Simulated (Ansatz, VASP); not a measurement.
**ZnGeP2 in VASP and in Ansatz**

POSCAR

```
ZnGeP2
1.0
    0.0000000000      5.5222120000      0.0000000000
    5.5222120000      0.0000000000      0.0000000000
    2.7611060000      2.7611060000     -5.4413000000
Ge Zn P
2 2 4
Direct
    0.5000000000      0.5000000000      0.0000000000
    0.2500000000      0.7500000000      0.5000000000
    0.0000000000      0.0000000000      0.0000000000
    0.7500000000      0.2500000000      0.5000000000
    0.3750000000      0.3890000000      0.7500000000
    0.6110000000      0.1250000000      0.2500000000
    0.8750000000      0.8610000000      0.7500000000
    0.1390000000      0.6250000000      0.2500000000
```

Contents of INCAR.step1:

```
PREC = Accurate
ENCUT = 550
ISMEAR = -1
SIGMA = 0.0238
LREAL = False
LASPH = True
NELM = 120
NBANDS = 46
GGA = PE
ALGO = Normal
EDIFF = 1E-5
LWAVE = True
LCHARG = False
GGA_COMPAT = False
```

INCAR.step2

```
PREC = Accurate
ENCUT = 550
EDIFF = 1E-6
ISMEAR = -1
SIGMA = 0.0238
LREAL = False
LASPH = True
NELM = 120
ALGO = Normal
ISIF = 2
LWAVE = False
LCHARG = False
METAGGA = R2SCAN
LMIXTAU = True
NBANDS = 46
ISTART = 1
GGA_COMPAT = False
```

Contents of KPOINTS:

```
Automatic mesh
0
Gamma
  5 5 5
```

Input for Ansatz:

```yaml
crystal:
  lattice:
    - [0.0, 5.522212, 0.0]
    - [5.522212, 0.0, 0.0]
    - [2.761106, 2.761106, -5.4413]
  atoms:
    - { symbol: Ge, position: [0.5, 0.5, 0.0] }
    - { symbol: Ge, position: [0.25, 0.75, 0.5] }
    - { symbol: Zn, position: [0.0, 0.0, 0.0] }
    - { symbol: Zn, position: [0.75, 0.25, 0.5] }
    - { symbol: P, position: [0.375, 0.389, 0.75] }
    - { symbol: P, position: [0.611, 0.125, 0.25] }
    - { symbol: P, position: [0.875, 0.861, 0.75] }
    - { symbol: P, position: [0.139, 0.625, 0.25] }
  symmetry: { tolerance: 0.0003 }
kpoints:
  mp_grid: { grid: [5, 5, 5], shift: [0, 0, 0] }
  band_path:
    path:
      - [0.0, 0.0, 0.0]
      - [0.5, 0.5, 0.5]
      - [0.5, 0.5, 0.25]
      - [0.0, 0.5, 0.0]
      - [0.0, 0.0, 0.0]
      - [0.0, 0.0, -0.5]
      - [0.0, 0.37125487, -0.31437257]
      - [0.0, 0.62874513, 0.31437257]
      - [0.0, 0.0, 0.0]
      - [0.5, 0.5, 0.5]
      - [0.37125487, 0.62874513, 0.5]
    npoints: 6
magnetization:
  spin_polarized: false
scf:
  occupations: { method: fermi_dirac, width: 0.0238 }
  lower_state_search: "off"
  max_iter: 200
hamiltonian:
  pseudopotentials: { kind: paw }
  xc: r2scan
basis:
  ecutwfc: 500
  fft_grid_basis: typed
output:
  forces: true
  stress: true
  eigenvalues: true
  bader: true
  populations: true
  elf: true
  write_potential: true
  volumetric_format: npy
  dos:
    e_range: [-12, 8]
    de: 0.05
    projected: { site_lists: { Ge: [Ge], P: [P], Zn: [Zn] } }
checkpoint:
  read: saved_state
```

Alike in both runs: task single point; functional r2SCAN; k mesh 5 × 5 × 5; occupations fermi-dirac, width 0.0238 eV; no spin polarisation.

|  | VASP | Ansatz |
| --- | --- | --- |
| version | VASP 6.6.1 | Ansatz 0.2.0 |
| potentials or method | VASP PAW PBE potentials, release 64 (Ge_d, Zn, P), cutoff 550 eV | PAW plane waves |
| valence electrons in the cell | 72 | 72 |

|  | VASP | Ansatz | Ansatz less VASP |
| --- | --- | --- | --- |
| gap on the k mesh at the Fermi level (eV) | 1.61 | 1.60 | -0.010 |
| pressure (GPa) | -2.9 | -2.8 | +0.06 |
| traceless stress, the component that is largest in VASP (GPa) | -0.36 | -0.34 | +0.018 |
| rms of the force components (eV/Å) | 0.208 | 0.213 | +0.0050 |

VASP's potentials were made for PBE, not for r2SCAN. Atom by atom the forces differ by 0.005 eV/Å (rms over components).
